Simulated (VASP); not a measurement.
# Rh (P6_3/mmc) in VASP: elastic constants with PBEsol

Aim: the elastic constants of Rh with PBEsol.

All numbers are computed with VASP 6.6.1; they aren't measurements. Logs are shortened: lines on timing, memory, paths and dates and some standing lists are left out, and cuts for length are marked.

**1. The cell of the first run**

The structure is hexagonal, space group P6_3/mmc (No. 194). Conventional cell: a = 2.632 Å, b = 2.632 Å, c = 4.249 Å, α = 90.00°, β = 90.00°, γ = 120.00°. Rh (site symmetry -6m2) has 12 Rh at 2.61 to 2.63 Å within 3.4 Å.

This isn't the form of Rh at room conditions, which is fcc.

**2. Elastic constants, PBEsol**

The input, INCAR:

```
SYSTEM = Rh
ALGO = Normal ; EDIFF = 1E-8
ENCUT = 600 ; GGA = PS
IBRION = 6 ; ISIF = 3
ISMEAR = -1 ; KPAR = 4
LASPH = .TRUE. ; LCHARG = .FALSE.
LREAL = .FALSE. ; LWAVE = .FALSE.
NELM = 80 ; NFREE = 2
NSW = 1 ; POTIM = 0.015
PREC = Accurate ; SIGMA = 0.15
```

The input, KPOINTS:

```
k-points
0
G
  18 18 10
  0 0 0
```

The input, POSCAR:

```
Rh
1.0
    2.6320426097      0.0000000000      0.0000000000
   -1.3160213048      2.2794157638      0.0000000000
    0.0000000000      0.0000000000      4.2492335412
Rh
2
Direct
    0.6666666667      0.3333333333      0.7500000000
    0.3333333333      0.6666666667      0.2500000000
```

Potentials or basis: VASP PAW PBE potentials, release 64 (Rh_pv).

The run is started by

```sh
> cat potpaw_PBE.64/Rh_pv/POTCAR > POTCAR
> mpirun -np 4 vasp_std > vasp.out
```

OUTCAR:

```text
SYSTEM = Rh
   EDIFF = 1E-8
   ENCUT = 600
   GGA = PS
   IBRION = 6
   ISIF = 3
   ISMEAR = -1
   LASPH = .TRUE.
   LREAL = .FALSE.
   NELM = 80
   NFREE = 2
   NSW = 1
   POTIM = 0.015
   PREC = Accurate

 ion  position               nearest neighbor table
   1  0.667  0.333  0.750-   2 2.61   2 2.61   2 2.61   2 2.61   2 2.61   2 2.61
   2  0.333  0.667  0.250-   1 2.61   1 2.61   1 2.61   1 2.61   1 2.61   1 2.61

  LATTYP: Found a hexagonal cell.
 ALAT       =     2.6320426097
 C/A-ratio  =     1.6144242975

  Lattice vectors:

 A1 = (   2.6320426097,   0.0000000000,   0.0000000000)
 A2 = (  -1.3160213048,   2.2794157638,   0.0000000000)
 A3 = (   0.0000000000,   0.0000000000,   4.2492335412)

Analysis of symmetry for initial positions (statically):
=====================================================================
 Subroutine PRICEL returns:
 Original cell was already a primitive cell.

 Routine SETGRP: Setting up the symmetry group for a
 hexagonal supercell.

 Subroutine GETGRP returns: Found 24 space group operations
 (whereof 12 operations were pure point group operations)
 out of a pool of 24 trial point group operations.

The static configuration has the point symmetry D_3d.
 The point group associated with its full space group is D_6h.

Analysis of symmetry for dynamics (positions and initial velocities):
=====================================================================
 Subroutine PRICEL returns:
 Original cell was already a primitive cell.

 Routine SETGRP: Setting up the symmetry group for a
 hexagonal supercell.

 Subroutine GETGRP returns: Found 24 space group operations
 (whereof 12 operations were pure point group operations)
 out of a pool of 24 trial point group operations.

The dynamic configuration has the point symmetry D_3d.
 The point group associated with its full space group is D_6h.

 Subroutine INISYM returns: Found 24 space group operations
 (whereof 12 operations are pure point group operations),
 and found     1 'primitive' translations

----------------------------------------------------------------------------------------

                                     Primitive cell

  volume of cell :      25.4934

  direct lattice vectors                    reciprocal lattice vectors
     2.632042610  0.000000000  0.000000000     0.379933059  0.219354454  0.000000000
    -1.316021305  2.279415764  0.000000000     0.000000000  0.438708908  0.000000000
     0.000000000  0.000000000  4.249233541     0.000000000  0.000000000  0.235336559

  length of vectors
     2.632042610  2.632042610  4.249233541     0.438708908  0.438708908  0.235336559

  position of ions in fractional coordinates (direct lattice)
     0.666666667  0.333333333  0.750000000
     0.333333333  0.666666667  0.250000000

  ion indices of the primitive-cell ions
   primitive index   ion index
                 1           1
                 2           2

----------------------------------------------------------------------------------------

 KPOINTS: k-points

Automatic generation of k-mesh.
 Grid dimensions read from file:
 generate k-points for:   18   18   10

 Generating k-lattice:

[... 103 lines left out ...]

 Free energy of the ion-electron system (eV)
  ---------------------------------------------------
  ext. energy  EPLUGINS =         0.00000000
  ---------------------------------------------------
  free energy    TOTEN  =       -16.20366715 eV

  energy without entropy =      -15.99225674  energy(sigma->0) =      -16.09796195

------------------------ aborting loop because EDIFF is reached ----------------------------------------

  FORCE on cell =-STRESS in cart. coord.  units (eV):
  Direction    XX          YY          ZZ          XY          YZ          ZX
  --------------------------------------------------------------------------------------
  -------------------------------------------------------------------------------------
  Total        3.4727958      3.4727958      3.4742903      0.0000000     -0.0000000      0.0000000
  in kB      218.2542792    218.2542792    218.3482032      0.0000000     -0.0000000      0.0000000
  external PRESSURE =     218.2855872 kB  Pullay stress =       0.0000000 kB
[... 89 lines left out ...]
  FREE ENERGIE OF THE ION-ELECTRON SYSTEM (eV)
  ---------------------------------------------------
  free  energy   TOTEN  =       -16.1393618636 eV

  energy  without entropy=      -15.9331142134  energy(sigma->0) =      -16.03623804

[... ionic steps 4 to 14 ...]

--------------------------------------- Ionic step       15  -------------------------------------------

 number of electron      29.9999999 magnetization

------------------------ aborting loop because EDIFF is reached ----------------------------------------
[... 67 lines left out ...]
--------------------------------------- Ionic step       17  -------------------------------------------

 number of electron      30.0000002 magnetization

 Free energy of the ion-electron system (eV)
  ---------------------------------------------------
  ext. energy  EPLUGINS =         0.00000000
  ---------------------------------------------------
  free energy    TOTEN  =       -16.20182273 eV

  energy without entropy =      -15.99041632  energy(sigma->0) =      -16.09611953

 E-fermi :  13.2968     XC(G=0): -14.7082

 val. band max:       13.2897651054   @ k =   0.2778   0.0000   0.4000
 cond. band min:      13.2978965555   @ k =   0.2222   0.1111   0.4000
 fundamental gap:      0.0081314501
 Fermi energy:        13.2968247074

 k-point     1 :       0.0000    0.0000    0.0000
  band No.  band energies     occupation
      1     -34.2214      2.00000
      2     -33.3717      2.00000
      3     -33.3717      2.00000
      4     -33.2391      2.00000
      5     -33.2327      2.00000
      6     -33.2327      2.00000
[... 505 lines left out ...]
      6     -33.4053      2.00000
[... 11 lines left out ...]
     18      20.1998      0.00000
     19      24.2089      0.00000

 [... further k-points ...]

------------------------ aborting loop because EDIFF is reached ----------------------------------------

  FORCE on cell =-STRESS in cart. coord.  units (eV):
  Direction    XX          YY          ZZ          XY          YZ          ZX
  --------------------------------------------------------------------------------------
  -------------------------------------------------------------------------------------
  Total        3.4785206      3.4785206      3.4860354      0.0000000      0.0000000     -0.0000000
  in kB      218.6140615    218.6140615    219.0863458      0.0000000      0.0000000     -0.0000000
  external PRESSURE =     218.7714896 kB  Pullay stress =       0.0000000 kB
[... 17 lines left out ...]
  FREE ENERGIE OF THE ION-ELECTRON SYSTEM (eV)
  ---------------------------------------------------
  free  energy   TOTEN  =       -16.2018227304 eV

  energy  without entropy=      -15.9904163246  energy(sigma->0) =      -16.09611953

 INTERNAL STRAIN TENSORS FROM STRAINED CELLS
 ============================================

 INTERNAL STRAIN TENSOR FOR ION    1 for displacements in x,y,z  (eV/Angst):
          X           Y           Z          XY          YZ          ZX
  --------------------------------------------------------------------------------
  x     0.00000    -0.00000     0.00000     3.33228     0.00000    -0.00000
  y     3.33849    -3.32981     0.00000    -0.00008     0.00013    -0.00007
  z     0.00000     0.00000     0.00000    -0.00000    -0.00551    -0.00000

 INTERNAL STRAIN TENSORS FROM DISPLACED ATOMS
 ============================================

 INTERNAL STRAIN TENSOR FOR ION    1 for displacements in x,y,z  (eV/Angst):
          X           Y           Z          XY          YZ          ZX
  --------------------------------------------------------------------------------
  x     0.00000    -0.00000    -0.00000     3.32796     0.00000     0.00000
  y     3.32796    -3.32796     0.00000    -0.00000     0.00000     0.00000
  z     0.00000     0.00000    -0.00000     0.00000     0.00000    -0.00000

 INTERNAL STRAIN TENSOR FOR ION    2 for displacements in x,y,z  (eV/Angst):
          X           Y           Z          XY          YZ          ZX
  --------------------------------------------------------------------------------
  x    -0.00000     0.00000     0.00000    -3.32796     0.00000     0.00000
  y    -3.32796     3.32796     0.00000     0.00000     0.00000     0.00000
  z    -0.00000     0.00000     0.00000    -0.00000    -0.00000     0.00000

 Eigenvectors and eigenvalues of the dynamical matrix
 ----------------------------------------------------

   1 f  =    8.826174 THz    55.456486 2PiTHz  294.409468 cm-1    36.502105 meV
             X         Y         Z           dx          dy          dz
      1.316021  0.759805  3.186925     0.000000    0.000000   -0.707107
     -0.000000  1.519611  1.062308    -0.000000    0.000000    0.707107
[... 21 lines left out ...]
   6 f  =    0.000000 THz     0.000000 2PiTHz    0.000000 cm-1     0.000000 meV
             X         Y         Z           dx          dy          dz
      1.316021  0.759805  3.186925    -0.000000   -0.000000    0.707107
     -0.000000  1.519611  1.062308     0.000000    0.000000    0.707107

--------------------------------------------------------------------------------------------------------

 ELASTIC MODULI CONTR FROM IONIC RELAXATION (kBar)
 Direction    XX          YY          ZZ          XY          YZ          ZX
 --------------------------------------------------------------------------------
 XX        -127.6126    127.6126      0.0000     -0.0000     -0.0000      0.0000
 YY         127.6126   -127.6126      0.0000     -0.0000      0.0000     -0.0000
 ZZ           0.0000      0.0000     -0.0000      0.0000      0.0000     -0.0000
 XY          -0.0000     -0.0000      0.0000   -127.6126     -0.0000      0.0000
 YZ          -0.0000      0.0000      0.0000     -0.0000     -0.0000      0.0000
 ZX           0.0000     -0.0000     -0.0000      0.0000      0.0000     -0.0000
 --------------------------------------------------------------------------------

 TOTAL ELASTIC MODULI (kBar)
 Direction    XX          YY          ZZ          XY          YZ          ZX
 --------------------------------------------------------------------------------
 XX        6158.9099   2438.0011   2530.4617      0.0000      0.0000      0.0000
 YY        2438.0011   6158.9099   2530.4617      0.0000     -0.0000     -0.0000
 ZZ        2530.4617   2530.4617   6366.6728      0.0000      0.0000     -0.0000
 XY           0.0000      0.0000      0.0000   1860.4544      0.0000     -0.0000
 YZ           0.0000      0.0000      0.0000      0.0000   1059.8117      0.0000
 ZX           0.0000     -0.0000     -0.0000     -0.0000      0.0000   1059.8117
 --------------------------------------------------------------------------------
```

It took 33 min on 4 MPI ranks of Oxide Virtual Turin-like, shared host; peak memory 0.84 GiB.

Results:

- Voigt bulk modulus: 374 GPa
- Highest phonon frequency at Γ: 294 cm⁻¹

Phonon frequencies in cm⁻¹ (negative: imaginary):
| q point | frequencies |
| --- | --- |
| (0.000, 0.000, 0.000) | 0 0 0 170 170 294 |

Elastic tensor in Voigt notation (GPa, in the Cartesian axes of the cell as first typed):
```
616 244 253   0   0   0
244 616 253   0   0   0
253 253 637   0   0   0
  0   0   0 106   0   0
  0   0   0   0 106   0
  0   0   0   0   0 186
```

Clamped-ion elastic tensor (GPa):
```
629 231 253   0   0   0
231 629 253   0   0   0
253 253 637   0   0   0
  0   0   0 106   0   0
  0   0   0   0 106   0
  0   0   0   0   0 199
```

Caveat: the cell is under stress, which shifts elastic constants; the PAW data sets were made with another functional, which shifts forces and pressure a little.
